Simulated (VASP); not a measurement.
Ge, 1 atom in the cell. The typed cell holds 1 atom: a = 2.950 Å, b = 2.961 Å, c = 2.925 Å, α = 111.85°, β = 115.18°, γ = 101.66°.  This cell differs from its parent crystal: the cell strained at random.

```yaml
Program: VASP 6.6.1
Task: single point
Functional: PBE
Potentials_or_basis: VASP PAW PBE potentials, release 64 (Ge_d)
Cutoff: 520 eV
k_mesh: 12 × 12 × 12
Occupations: fermi-dirac, width 0.05 eV
Spin: no spin polarisation
Dipole_correction: no
Further_INCAR_settings: ALGO = Normal; EDIFF = 1e-06; NBANDS = 13
```

Potentials or basis: VASP PAW PBE potentials, release 64 (Ge_d).

The run is started by

```bash
$ cat potpaw_PBE.64/Ge_d/POTCAR > POTCAR
$ mpirun -np 1 vasp_std > vasp.out
```

Hardware: 1 thread of Intel(R) Xeon(R) 6975P-C (Granite Rapids), with other jobs on the host.

Problem. Estimate the wall time of this run.

Solution. Wall time 61 s on 1 thread of Intel(R) Xeon(R) 6975P-C (Granite Rapids), on a shared host, peak memory 0.3 GiB. Counts: scf iterations 10, k points 868.
